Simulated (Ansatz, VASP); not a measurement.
# Re in VASP and in Ansatz

```xyz
2
Lattice="2.7044 0.0000 0.0000 -1.3522 2.3420 0.0000 0.0000 0.0000 4.3691" Properties=species:S:1:pos:R:3 pbc="T T T"
Re    0.0000    1.5614    1.0241
Re    1.3522    0.7807    3.3450
```

Change from the starting cell: mode 4 frozen in at -0.069 Å, equal normal strain along x, y and z -0.0167.

Alike in both runs: task single point; functional PBEsol; k mesh 18 × 18 × 10; occupations gaussian, width 0.15 eV; no spin polarisation.

```csv
,VASP,Ansatz
version,VASP 6.6.1,Ansatz 0.2.0
potentials or method,"VASP PAW PBE potentials, release 64 (Re), cutoff 520 eV","scalar-relativistic, plane waves, PAW"
valence electrons in the cell,14,30
```

|  | VASP | Ansatz | Ansatz less VASP |
| --- | --- | --- | --- |
| gap on the k mesh at the Fermi level (eV) | none | none | - |
| pressure (GPa) | 26.5 | 25.9 | -0.64 |
| traceless stress, the component that is largest in VASP (GPa) | 1.79 | 1.95 | +0.164 |
| rms of the force components (eV/Å) | 0.837 | 0.861 | +0.0237 |

VASP's potentials were made for PBE, not for PBEsol. Atom by atom the forces differ by 0.024 eV/Å (rms over components). A gap of «none» marks a metal or a gap that the smearing closes. The functional is the same, so the differences come from potentials, cutoffs and numerics. VASP's potentials hold 14 valence electrons a cell and Ansatz's 30, so a difference there can come from the potentials and not from the codes.

Spin-orbit coupling is off throughout.
